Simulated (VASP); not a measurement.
Set up this calculation in VASP 6.6.1, as the native input.

* Task: single point
* Functional: PBEsol
* Potentials or basis: VASP PAW PBE potentials, release 64 (Mg, Sb, Bi_d)
* Cutoff: 520 eV
* k mesh: 6 × 6 × 3
* Occupations: methfessel-paxton, width 0.15 eV
* Spin: no spin polarisation
* Dipole correction: no
* Further INCAR settings: ALGO = Normal; EDIFF = 1e-06; NBANDS = 21

The structure of Mg3BiSb lies in POSCAR:

```
Mg3BiSb
1.0
    4.7408181829      0.0000000000      0.0000000000
   -2.3704090915      4.1056720996      0.0000000000
    0.0000000000      0.0000000000      7.4810227609
Mg Sb Bi
3 1 1
Direct
    0.0000000000      0.0000000000      0.0044900000
    0.3333333333      0.6666666667      0.3649400000
    0.6666666667      0.3333333333      0.6258600000
    0.6666666667      0.3333333333      0.2250700000
    0.3333333333      0.6666666667      0.7796500000
```

One way to write it, as run:

INCAR

```
PREC = Accurate ; ENCUT = 520
EDIFF = 1E-6 ; ISMEAR = 1
SIGMA = 0.15 ; LREAL = False
LASPH = True ; NELM = 60
ALGO = Normal ; ISIF = 2
LWAVE = False ; LCHARG = False
GGA = PS ; NBANDS = 21
```

KPOINTS

```
Automatic mesh
0
Gamma
  6 6 3
```

Potentials or basis: VASP PAW PBE potentials, release 64 (Mg, Sb, Bi_d).

Run with:

```sh
$ cat potpaw_PBE.64/Mg/POTCAR potpaw_PBE.64/Sb/POTCAR potpaw_PBE.64/Bi_d/POTCAR > POTCAR
$ mpirun -np 1 vasp_std > vasp.out
```

Results of the run:

```
Pressure               : -3.3 GPa
Largest force          : 0.125 eV/Å
Band gap on the k mesh : 0.13 eV, indirect (least direct gap 0.25 eV)
```

Caveat: the PAW data sets were made with another functional, which shifts forces and pressure a little; spin-orbit coupling is left out, which moves the levels of the heavy elements.

Run time: 31 s on 1 thread of Intel(R) Xeon(R) Platinum 8488C (Sapphire Rapids), with other jobs on the host, peak memory 0.28 GiB.
